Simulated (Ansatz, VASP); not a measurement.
**Two plane-wave programs on CdTe**

File INCAR:

```
SYSTEM = CdTe
PREC = Accurate ; ENCUT = 520
EDIFF = 1E-7 ; ISMEAR = -1
SIGMA = 0.02 ; LREAL = .False.
LASPH = .True. ; NELM = 80
ALGO = Normal ; ISIF = 2
LWAVE = .False. ; LCHARG = .False.
GGA = PE ; NBANDS = 16
```

Contents of KPOINTS:

```
regular mesh
0
Gamma
  6 6 6
  0 0 0
```

Contents of POSCAR:

```
CdTe
1.0
    0.0000000000      3.0886830026      3.5230891775
    3.0886830026      0.0000000000      3.5230891775
    3.0886830026      3.0886830026      0.0000000000
Cd Te
1 1
Direct
    0.0000000000      0.0000000000      0.0000000000
    0.2500000000      0.2500000000      0.2500000000
```

Input for Ansatz:

```yaml
crystal:
  lattice:
    - [0.0, 3.0886830026, 3.5230891775]
    - [3.0886830026, 0.0, 3.5230891775]
    - [3.0886830026, 3.0886830026, 0.0]
  atoms:
    - { symbol: Cd, position: [0.0, 0.0, 0.0] }
    - { symbol: Te, position: [0.25, 0.25, 0.25] }
kpoints:
  mp_grid: { grid: [6, 6, 6] }
  band_path:
    path:
      - [0.0, 0.0, 0.0]
      - [-0.5, -0.5, 0.0]
      - [-0.375, -0.375, 0.25]
      - [-0.375, 0.0, 0.375]
      - [0.0, 0.0, 0.5]
      - [-0.5, -0.25, 0.25]
    npoints: 1
hamiltonian:
  xc: pbe
scf:
  occupations: { method: fermi_dirac, width: 0.02 }
  n_extra_bands: 4
output:
  forces: true
  stress: true
  eigenvalues: true
```

Change from the starting cell: epitaxial_xy strain -5.8%.

Alike in both runs: task single point; functional PBE; k mesh 6 × 6 × 6; occupations fermi-dirac, width 0.02 eV; no spin polarisation.

|  | VASP | Ansatz |
| --- | --- | --- |
| version | VASP 6.6.1 | Ansatz 0.2.0 |
| potentials or method | VASP PAW PBE potentials, release 64 (Cd, Te) | plane waves, PAW |
| plane-wave cutoff (eV) | 520 | 420 |
| valence electrons in the cell | 18 | 36 |

VASP gave:

* pressure (GPa): 3.0
* traceless stress, the component that is largest in VASP (GPa): -1.69

Task: Which values does Ansatz return?

Result: Pressure (GPa): 2.9; traceless stress, the component that is largest in VASP (GPa): -1.70.

With one functional, cell and mesh, what is left measures potentials, basis and numerics. VASP's potentials hold 18 valence electrons a cell and Ansatz's 36, so a difference there can come from the potentials and not from the codes.

Neither program's run includes spin-orbit coupling.
